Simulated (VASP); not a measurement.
# Sn (Fd-3m) in VASP: further runs, part 2 of 2

VASP 6.6.1.

## Step 3: Single point, RPBE

POSCAR reads:

```
Sn
1.0
    0.0000000000      3.2333428000      3.2333428000
    3.2333428000      0.0000000000      3.2333428000
    3.2333428000      3.2333428000      0.0000000000
Sn
2
Direct
    0.7500000000      0.7500000000      0.7500000000
    0.5000000000      0.5000000000      0.5000000000
```

INCAR.step1 reads:

```
ALGO     = Normal         # electronic algorithm
EDIFF    = 1E-6           # SCF threshold, eV
ENCUT    = 520            # plane-wave cutoff, eV
GGA      = RP             # functional
ISIF     = 2              # what is computed and relaxed
ISMEAR   = -1             # smearing method
LASPH    = T              # aspherical terms in the spheres
LCHARG   = T              # write CHGCAR
LREAL    = F              # projectors in reciprocal space
LWAVE    = F              # write WAVECAR
NBANDS   = 21             # bands
NELM     = 80             # most SCF steps
PREC     = Accurate       # precision mode
SIGMA    = 0.05           # smearing width, eV
```

KPOINTS.step1 reads:

```
k-points
0
Gamma
  4 4 4
```

INCAR.step2 reads:

```
ALGO     = Normal         # electronic algorithm
EDIFF    = 1E-6           # SCF threshold, eV
ENCUT    = 520            # plane-wave cutoff, eV
GGA      = RP             # functional
ICHARG   = 11             # starting density
ISIF     = 2              # what is computed and relaxed
ISMEAR   = -5             # smearing method
LASPH    = T              # aspherical terms in the spheres
LCHARG   = F              # write CHGCAR
LORBIT   = 11             # projections on sites
LREAL    = F              # projectors in reciprocal space
LWAVE    = F              # write WAVECAR
NEDOS    = 2001           # points of the DOS
NELM     = 80             # most SCF steps
PREC     = Accurate       # precision mode
SIGMA    = 0.05           # smearing width, eV
```

KPOINTS.step2 reads:

```
k-points
0
Gamma
  6 6 6
```

Potentials or basis: VASP PAW PBE potentials, release 64 (Sn_d).

The run is started by

```console
cat potpaw_PBE.64/Sn_d/POTCAR > POTCAR
cp INCAR.step1 INCAR
cp KPOINTS.step1 KPOINTS
mpirun -np 1 vasp_std > vasp.out
cp INCAR.step2 INCAR
cp KPOINTS.step2 KPOINTS
mpirun -np 1 vasp_std > vasp.out
```

OUTCAR:

```text
EDIFF = 1E-6
   ENCUT = 520
   GGA = RP
   ICHARG = 11
   ISIF = 2
   ISMEAR = -5
   LASPH = T
   LORBIT = 11
   LREAL = F
   NELM = 80
   PREC = Accurate

 ion  position               nearest neighbor table
   1  0.750  0.750  0.750-   2 2.80   2 2.80   2 2.80   2 2.80
   2  0.500  0.500  0.500-   1 2.80   1 2.80   1 2.80   1 2.80

  LATTYP: Found a face centered cubic cell.
 ALAT       =     6.4666856000

  Lattice vectors:

 A1 = (   0.0000000000,   3.2333428000,   3.2333428000)
 A2 = (   3.2333428000,   0.0000000000,   3.2333428000)
 A3 = (   3.2333428000,   3.2333428000,   0.0000000000)

Analysis of symmetry for initial positions (statically):
=====================================================================
 Subroutine PRICEL returns:
 Original cell was already a primitive cell.

 Routine SETGRP: Setting up the symmetry group for a
 face centered cubic supercell.

 Subroutine GETGRP returns: Found 48 space group operations
 (whereof 24 operations were pure point group operations)
 out of a pool of 48 trial point group operations.

The static configuration has the point symmetry T_d .
 The point group associated with its full space group is O_h .

Analysis of symmetry for dynamics (positions and initial velocities):
=====================================================================
 Subroutine PRICEL returns:
 Original cell was already a primitive cell.

 Routine SETGRP: Setting up the symmetry group for a
 face centered cubic supercell.

 Subroutine GETGRP returns: Found 48 space group operations
 (whereof 24 operations were pure point group operations)
 out of a pool of 48 trial point group operations.

The dynamic configuration has the point symmetry T_d .
 The point group associated with its full space group is O_h .

[... 112 lines left out ...]
  volume/ion in A,a.u.               =      33.80       228.11
  Fermi-wavevector in a.u.,A,eV,Ry     =   1.220298  2.306028 20.260793  1.489126
  Thomas-Fermi vector in A             =   2.355520
   LORBIT       =     11    0 simple, 1 ext, 2 COOP (PROOUT), +10 PAW based schemes
   GGA     = RP    functional components
   LHFCALC =     F    Hartree Fock is set to
   AEXX    =    0.0000 exact exchange contribution
   IVDW    =     0    specifies the selected vdW correction
   LEPSILON=     F    determine dielectric tensor
   LRPA    =     F    only Hartree local field effects (RPA)
 non-spin polarized calculation
 Fermi weights with tetrahedron method with Bloechl corrections
  energy-cutoff  :      520.00
  volume of cell :       67.61
 maximum number of plane-waves:      1853
 NGX is ok and might be reduce to    36

 number of electron      28.0000008 magnetization

 Free energy of the ion-electron system (eV)
  ---------------------------------------------------
  ext. energy  EPLUGINS =         0.00000000
  ---------------------------------------------------
  free energy    TOTEN  =        -6.88022354 eV

  energy without entropy =       -6.88022354  energy(sigma->0) =       -6.88022354

 E-fermi :   5.9873     XC(G=0):  -8.7177

 val. band max:        5.9875095517   @ k =   0.0000   0.0000   0.0000
 cond. band min:       5.9875097072   @ k =   0.0000   0.0000   0.0000
 fundamental gap:      0.0000001555
 Fermi energy:         5.9872737284

 k-point     1 :       0.0000    0.0000    0.0000
  band No.  band energies     occupation
      1     -15.8241      2.00000
      2     -15.8241      2.00000
      3     -15.8241      2.00000
      4     -15.7645      2.00000
      5     -15.7645      2.00000
      6     -15.4471      2.00000
[... 313 lines left out ...]
      5     -15.6032      2.00000
      6     -15.6032      2.00000
[... 10 lines left out ...]
     17      11.3528      0.00000
     18      11.3528      0.00000

------------------------ aborting loop because EDIFF is reached ----------------------------------------

  FORCE on cell =-STRESS in cart. coord.  units (eV):
  Direction    XX          YY          ZZ          XY          YZ          ZX
  --------------------------------------------------------------------------------------
  -------------------------------------------------------------------------------------
  Total        1.5957482      1.5957482      1.5957482      0.0000000      0.0000000     -0.0000000
  in kB       37.8172295     37.8172295     37.8172295      0.0000000      0.0000000     -0.0000000
  external PRESSURE =      37.8172295 kB  Pullay stress =       0.0000000 kB

 VOLUME and BASIS-vectors are now :
 -----------------------------------------------------------------------------
  energy-cutoff  :      520.00
  volume of cell :       67.61
      direct lattice vectors                 reciprocal lattice vectors
     0.000000000  3.233342800  3.233342800    -0.154638723  0.154638723  0.154638723
     3.233342800  0.000000000  3.233342800     0.154638723 -0.154638723  0.154638723
     3.233342800  3.233342800  0.000000000     0.154638723  0.154638723 -0.154638723

 POSITION                                       TOTAL-FORCE (eV/Angst)
 -----------------------------------------------------------------------------------
      4.85001      4.85001      4.85001        -0.000000     -0.000000     -0.000000
      3.23334      3.23334      3.23334         0.000000      0.000000      0.000000
 -----------------------------------------------------------------------------------
    total drift:                                0.000000      0.000000      0.000000

  FREE ENERGIE OF THE ION-ELECTRON SYSTEM (eV)
  ---------------------------------------------------
  free  energy   TOTEN  =        -6.8802235421 eV

  energy  without entropy=       -6.8802235421  energy(sigma->0) =       -6.88022354

 total charge

# of ion       s       p       d       tot
------------------------------------------
    1        1.158   1.245   9.969  12.371
    2        1.158   1.245   9.969  12.371
--------------------------------------------------
tot          2.315   2.490  19.937  24.742
```

OUTCAR.step1:

```text
EDIFF = 1E-6
   ENCUT = 520
   GGA = RP
   ISIF = 2
   ISMEAR = -1
[... 396 lines left out ...]
 -----------------------------------------------------------------------------------
      4.85001      4.85001      4.85001        -0.000000      0.000000     -0.000000
      3.23334      3.23334      3.23334         0.000000     -0.000000      0.000000
 -----------------------------------------------------------------------------------
    total drift:                                0.000000      0.000000      0.000000

  FREE ENERGIE OF THE ION-ELECTRON SYSTEM (eV)
  ---------------------------------------------------
  free  energy   TOTEN  =        -6.7230629972 eV

  energy  without entropy=       -6.7164891146  energy(sigma->0) =       -6.71977606
```

Wall time 54 s (1 thread of Intel Xeon 8259CL, shared host); peak memory 0.2 GiB.

Results:

```yaml
Valence_electrons_inside_the_program's_atomic_spheres: Sn 12.37
```

Levels at points of the mesh, in eV from the Fermi level:
```
           k point  band 12  band 13  band 14  band 15  band 16  band 17
(0.00, 0.00, 0.00)    -0.56     0.00     0.00     0.00     2.08     2.08
(0.50, 0.00, 0.00)    -6.39    -1.22    -1.22     0.01     3.17     3.17
(0.50, 0.50, 0.00)    -7.60    -2.58    -2.58     0.81     0.81     7.74
```

Caveat: the k points lie up to 0.42 Å⁻¹ apart; the PAW data sets were made with another functional, which shifts forces and pressure a little; spin-orbit coupling is left out, which moves the levels of the heavy elements; tetrahedron occupations give inexact forces and stress in metals.

## Step 4: Single point, revPBE

POSCAR is that of step 3.

INCAR.step1 reads:

```
SYSTEM = Sn
PREC = Accurate
ENCUT = 520
EDIFF = 1E-6
ISMEAR = -1
SIGMA = 0.05
LREAL = .FALSE.
LASPH = .TRUE.
NELM = 100
ALGO = Fast
ISIF = 2
LWAVE = .FALSE.
LCHARG = .TRUE.
GGA = RE
NBANDS = 21
```

KPOINTS.step1 reads:

```
Automatic mesh
0
G
  4 4 4
  0 0 0
```

INCAR.step2 reads:

```
SYSTEM = Sn
PREC = Accurate
ENCUT = 520
EDIFF = 1E-6
ISMEAR = -5
SIGMA = 0.05
LREAL = .FALSE.
LASPH = .TRUE.
NELM = 100
ALGO = Fast
ISIF = 2
LWAVE = .FALSE.
LCHARG = .FALSE.
GGA = RE
LORBIT = 10
NEDOS = 2001
ICHARG = 11
```

KPOINTS.step2 reads:

```
Automatic mesh
0
G
  6 6 6
  0 0 0
```

The run is started by

```console
cat potpaw_PBE.64/Sn_d/POTCAR > POTCAR
cp INCAR.step1 INCAR
cp KPOINTS.step1 KPOINTS
mpirun -np 1 vasp_std > vasp.out
cp INCAR.step2 INCAR
cp KPOINTS.step2 KPOINTS
mpirun -np 1 vasp_std > vasp.out
```

Wall time 72 s (1 thread of Intel Xeon 8259CL, shared host); peak memory 0.19 GiB.

Results (log left out):

```
Valence electrons inside the program's atomic spheres : Sn 12.37
```

Levels at points of the mesh, in eV from the Fermi level:
| k point | band 11 | band 12 | band 13 | band 14 | band 15 | band 16 | band 17 | band 18 |
| --- | --- | --- | --- | --- | --- | --- | --- | --- |
| (0.00, 0.00, 0.00) | -10.73 | -0.57 | 0.01 | 0.01 | 0.01 | 2.08 | 2.08 | 2.08 |
| (0.50, 0.00, 0.00) | -9.09 | -6.39 | -1.22 | -1.22 | -0.01 | 3.17 | 3.17 | 5.70 |
| (0.50, 0.50, 0.00) | -7.60 | -7.60 | -2.57 | -2.57 | 0.79 | 0.79 | 7.74 | 7.74 |

Caveat: the k points lie up to 0.42 Å⁻¹ apart; the PAW data sets were made with another functional, which shifts forces and pressure a little; spin-orbit coupling is left out, which moves the levels of the heavy elements; tetrahedron occupations give inexact forces and stress in metals.
